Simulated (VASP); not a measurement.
NbAs:

```
Nb As
1.0
     3.47748    0.00000    0.00000
    -1.73874    3.01159    0.00000
     0.00000    0.00000    6.74348
Nb As
2 2
Cartesian
  0.0000 2.0077 0.2033
  1.7387 1.0039 3.5751
  0.0000 2.0077 2.3929
  1.7387 1.0039 5.7646
```

| Item | Value |
| --- | --- |
| Program | VASP 6.6.1 |
| Task | relaxation of cell and atoms |
| Functional | PBEsol |
| Potentials or basis | VASP PAW PBE potentials, release 64 (Nb_sv, As) |
| Cutoff | 600 eV |
| k mesh | 6 × 6 × 4 |
| Occupations | gaussian, width 0.1 eV |
| Spin | no spin polarisation |

At the start: pressure 46.9 GPa; volume 17.66 Å³/atom.

Question: How do energy, volume and symmetry change on relaxing?

Answer: Over 15 steps the energy falls by 766.5 meV/atom and the volume is 19.89 Å³/atom (+12.7 %); space group P6_3mc (No. 186, to 0.1 Å) before and after.

Step by step:
```tsv
step	energy change (eV)	largest force (eV/Å)	pressure (GPa)	volume (Å³)
1	0.0000	1.0932	46.88	70.62
2	1.7591	1.2390	-18.22	135.54
3	-2.5151	1.5108	-3.33	91.93
4	-2.5588	1.5883	-0.89	89.85
5	-2.5672	1.6241	0.86	88.52
6	-2.6738	0.6122	-5.11	91.26
7	-2.7141	0.1618	-3.45	90.32
8	-2.8451	0.2431	-0.57	86.22
9	-2.8819	0.5853	1.96	83.29
10	-2.9637	0.2927	1.67	82.26
11	-3.0574	0.2278	1.76	79.26
12	-3.0580	0.2701	1.86	78.79
13	-3.0657	0.0375	-0.05	79.60
14	-3.0657	0.0436	-0.01	79.58
15	-3.0660	0.0106	0.05	79.56
```

Final structure:
```yaml
crystal:
  lattice:
    - [3.30926, 0.00000, 0.00000]
    - [-1.65463, 2.86590, 0.00000]
    - [0.00000, 0.00000, 8.38884]
  atoms:
    - { symbol: Nb, position: [0.33333, 0.66667, 0.04281] }
    - { symbol: Nb, position: [0.66667, 0.33333, 0.54281] }
    - { symbol: As, position: [0.33333, 0.66667, 0.34219] }
    - { symbol: As, position: [0.66667, 0.33333, 0.84219] }
```

Caveat: a cell axis changed by over 15 % at a fixed basis, so the end point is rough; the PAW data sets were made with another functional, which shifts forces and pressure a little.
